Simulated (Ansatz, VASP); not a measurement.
**One calculation of SiC, two programs**

The input INCAR:

```
  ALGO = Normal
  EDIFF = 1E-7
  EDIFFG = -0.005
  ENCUT = 600
  GGA = CA
  IBRION = 2
  ISIF = 3
  ISMEAR = 0
  LASPH = T
  LCHARG = F
  LREAL = F
  LWAVE = F
  NELM = 60
  NSW = 100
  PREC = Accurate
  SIGMA = 0.02
```

File KPOINTS:

```
k-points
0
Gamma
  10 10 10
```

POSCAR

```
SiC
1.0
    0.0000000000      2.1790000000      2.1790000000
    2.1790000000      0.0000000000      2.1790000000
    2.1790000000      2.1790000000      0.0000000000
Si C
1 1
Direct
    0.0000000000      0.0000000000      0.0000000000
    0.2500000000      0.2500000000      0.2500000000
```

Input for Ansatz:

```yaml
crystal:
  lattice:
    - [0.0, 2.179, 2.179]
    - [2.179, 0.0, 2.179]
    - [2.179, 2.179, 0.0]
  atoms:
    - { symbol: Si, position: [0.0, 0.0, 0.0] }
    - { symbol: C, position: [0.25, 0.25, 0.25] }
basis:
  ecutwfc: 420
kpoints:
  mp_grid: { grid: [10, 10, 10] }
hamiltonian:
  xc: lda
scf:
  occupations: { method: gaussian, width: 0.02 }
output:
  forces: true
  stress: true
  eigenvalues: true
  write_density: true
  write_potential: true
  elf: true
  volumetric_format: npy
relax:
  adjacent_minimum: "off"
  f_tol: 0.005
  max_steps: 80
  cell: { stress_tol: 0.05 }
```

Alike in both runs: task relaxation of cell and atoms; functional LDA; k mesh 10 × 10 × 10; occupations gaussian, width 0.02 eV; no spin polarisation.

|  | VASP | Ansatz |
| --- | --- | --- |
| version | VASP 6.6.1 | Ansatz 0.2.0 |
| potentials or method | VASP PAW LDA potentials, release 64 (Si, C), cutoff 600 eV | scalar-relativistic, plane waves, PAW |
| valence electrons in the cell | 8 | 8 |

|  | VASP | Ansatz | Ansatz less VASP |
| --- | --- | --- | --- |
| gap on the k mesh at the Fermi level, each at its own relaxed structure (eV) | 1.29 | 1.30 | +0.011 |
| relaxed volume (Å³/atom) | 10.15 | 10.14 | -0.011 |
| relaxed length of the cell vector where the two differ most in proportion (Å) | 3.062 | 3.061 | -0.0011 |

LDA's correlation is that of Perdew and Zunger in VASP and of Perdew and Wang (1992) in Ansatz.
